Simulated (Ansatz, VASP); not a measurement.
**One calculation of Li2HfN2, two programs**

Contents of INCAR:

```
PREC     = Accurate       # precision mode
ENCUT    = 520            # plane-wave cutoff, eV
EDIFF    = 1E-6           # SCF threshold, eV
ISMEAR   = 0              # smearing method
SIGMA    = 0.05           # smearing width, eV
LREAL    = False          # projectors in reciprocal space
LASPH    = True           # aspherical terms in the spheres
NELM     = 100            # most SCF steps
ALGO     = Normal         # electronic algorithm
ISIF     = 2              # what is computed and relaxed
LWAVE    = False          # write WAVECAR
LCHARG   = False          # write CHGCAR
GGA      = CA             # functional
NBANDS   = 21             # bands
```

Contents of KPOINTS:

```
regular mesh
0
Gamma
  9 9 6
```

File POSCAR:

```
Li2HfN2
1.0
    3.2371209533      0.0000000000      0.0000000000
   -1.6185604767      2.8034289807      0.0000000000
    0.0000000000      0.0000000000      5.4235951800
Li Hf N
2 1 2
Direct
    0.6666666667      0.3333333333      0.3827885700
    0.3333333333      0.6666666667      0.6172114300
   -0.1853498861      0.0000000000     -0.0553138629
    0.6666666667      0.3333333333      0.7793848600
    0.3333333333      0.6666666667      0.2206151400
```

Input for Ansatz:

```yaml
crystal:
  lattice:
    - [3.2371209533, 0.0, 0.0]
    - [-1.6185604767, 2.8034289807, 0.0]
    - [0.0, 0.0, 5.42359518]
  atoms:
    - { symbol: Li, position: [0.6666666667, 0.3333333333, 0.38278857] }
    - { symbol: Li, position: [0.3333333333, 0.6666666667, 0.61721143] }
    - { symbol: Hf, position: [-0.1853498861, 0.0, -0.0553138629] }
    - { symbol: "N", position: [0.6666666667, 0.3333333333, 0.77938486] }
    - { symbol: "N", position: [0.3333333333, 0.6666666667, 0.22061514] }
basis:
  ecutwfc: 420
kpoints:
  mp_grid: { grid: [9, 9, 6] }
hamiltonian:
  xc: lda
scf:
  occupations: { method: gaussian, width: 0.05 }
output:
  forces: true
  stress: true
  eigenvalues: true
```

Alike in both runs: task single point; functional LDA; k mesh 9 × 9 × 6; occupations gaussian, width 0.05 eV; no spin polarisation.

```csv
,VASP,Ansatz
version,VASP 6.6.1,Ansatz 0.2.0
potentials or method,"VASP PAW LDA potentials, release 64 (Li_sv, Hf_pv, N), cutoff 520 eV","scalar-relativistic, plane waves, PAW"
valence electrons in the cell,26,42
```

VASP gave:

- gap on the k mesh at the Fermi level (eV): 1.24
- least direct gap on the mesh (eV): 1.76
- rms of the force components (eV/Å): 6.772

**Question.** Estimate Ansatz's values.

**Answer.** gap on the k mesh at the Fermi level (eV): 1.25; least direct gap on the mesh (eV): 1.76; rms of the force components (eV/Å): 6.614.

LDA's correlation is that of Perdew and Zunger in VASP and of Perdew and Wang (1992) in Ansatz. Atom by atom the forces differ by 0.162 eV/Å (rms over components). VASP's potentials hold 26 valence electrons a cell and Ansatz's 42, so a difference there can come from the potentials and not from the codes.

Spin-orbit coupling is off throughout. Noted on VASP's run: the cutoff is short for stress, so the pressure is rough.
